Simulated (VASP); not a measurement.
Set up this calculation in VASP 6.6.1, as the native input.

```yaml
Task: single point
Functional: PBEsol
Potentials_or_basis: VASP PAW PBE potentials, release 64 (Mg, O)
Cutoff: 520 eV
k_mesh: 10 × 10 × 10
Occupations: gaussian, width 0.05 eV
Spin: no spin polarisation
Dipole_correction: no
Further_INCAR_settings: ALGO = Normal; EDIFF = 1e-06; NBANDS = 11
```

The structure of MgO lies in POSCAR:

```
MgO
1.0
    0.0000000000      2.3441551137      2.1071057202
    2.1071057202      0.0000000000      2.1071057202
    2.1071057202      2.3441551137      0.0000000000
Mg O
1 1
Direct
    0.0000000000      0.0000000000      0.0000000000
    0.5000000000      0.5000000000      0.5000000000
```

This cell differs from its parent crystal: strain +0.1125 x Voigt [0, 1, 0, 0, 0, 0].

The input as run:

INCAR

```
SYSTEM = MgO
  ALGO = Normal
  EDIFF = 1E-6
  ENCUT = 520
  GGA = PS
  ISIF = 2
  ISMEAR = 0
  LASPH = .TRUE.
  LCHARG = .FALSE.
  LREAL = .FALSE.
  LWAVE = .FALSE.
  NBANDS = 11
  NELM = 80
  PREC = Accurate
  SIGMA = 0.05
```

KPOINTS

```
k-points
0
G
  10 10 10
  0 0 0
```

Potentials or basis: VASP PAW PBE potentials, release 64 (Mg, O).

Launch:

```console
$ cat potpaw_PBE.64/Mg/POTCAR potpaw_PBE.64/O/POTCAR > POTCAR
$ mpirun -np 1 vasp_std > vasp.out
```

Results of the run:

| Property | Result |
| --- | --- |
| Pressure | -11.5 GPa |
| Band gap on the k mesh | 3.52 eV, direct |

Caveat: the cell differs from its parent crystal (strain +0.1125 x Voigt [0, 1, 0, 0, 0, 0]); the PAW data sets were made with another functional, which shifts forces and pressure a little.

Wall time 8.1 s on 1 thread of Intel(R) Xeon(R) 6975P-C (Granite Rapids), with other jobs on the host, peak memory 0.15 GiB.
